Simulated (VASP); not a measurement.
PrScO:

```
Pr Sc O
1.0
    -2.71184    2.71184    4.57372
     2.71184   -2.71184    4.57372
     2.71184    2.71184   -4.57372
Pr Sc O
2 2 2
Direct
  0.38576 0.38576 0.00000
  0.13576 0.63576 0.50000
  0.99583 0.99583 0.00000
  0.74583 0.24583 0.50000
  0.77310 0.77310 0.00000
  0.52310 0.02310 0.50000
```

The cell was generated, and may not be a known phase.

| Property | Result |
| --- | --- |
| Program | VASP 6.6.1 |
| Task | relaxation of cell and atoms |
| Functional | PBE |
| Potentials or basis | VASP PAW PBE potentials, release 64 (Pr_3, Sc_sv, O), 4f in core |
| Cutoff | 600 eV |
| k mesh | 4 × 4 × 4 |
| Occupations | gaussian, width 0.2 eV |
| Spin | no spin polarisation |

At the start: pressure -5.8 GPa; volume 22.42 Å³/atom.

Q: Where does the relaxation end?

A: Over 19 steps the energy falls by 575.3 meV/atom and the volume is 19.87 Å³/atom (-11.4 %); space group I4_1md (No. 109, to 0.1 Å) before and after.

The path:
```
step  energy change (eV)  largest force (eV/Å)  pressure (GPa)  volume (Å³)
   1              0.0000                1.9923           -5.82       134.54
   2             -0.7765                2.2333            1.89       119.31
   3             -0.7941                2.7456            3.97       116.65
   4             -1.2825                2.2015            4.41       113.21
   5             -2.0373                1.2395           10.54       103.15
   6             -2.5934                1.2874            2.60       111.09
   7             -2.7844                1.2727           -3.88       120.75
   8             -3.0700                0.9447           -3.74       121.78
   9             -3.2365                0.5078           -2.61       123.26
  10             -3.2385                0.5391           -2.84       123.07
  11             -3.3257                0.2101            0.61       117.78
  12             -3.3269                0.1614            1.13       117.11
  13             -3.3646                0.2092            0.71       117.41
  14             -3.3777                0.5009            0.37       118.03
  15             -3.3853                0.4233            0.39       117.85
  16             -3.4142                0.3424           -0.23       118.97
  17             -3.4401                0.1786           -1.20       120.94
  18             -3.4462                0.1065            1.22       118.04
  19             -3.4519                0.0513            0.19       119.21
```

Final structure:
```
Pr Sc O
1.0
    -2.43835    2.43835    5.01277
     2.43835   -2.43835    5.01277
     2.43835    2.43835   -5.01277
Pr Sc O
2 2 2
Direct
  0.47759 0.47759 0.00000
  0.22759 0.72759 0.50000
  0.94868 0.94868 0.00000
  0.69868 0.19868 0.50000
  0.72841 0.72841 0.00000
  0.47841 0.97841 0.50000
```

Caveat: the run has no spin polarisation, though such a crystal can be magnetic; the relaxation stopped at a loose force limit of 0.08 eV/Å, so its end isn't a converged minimum.
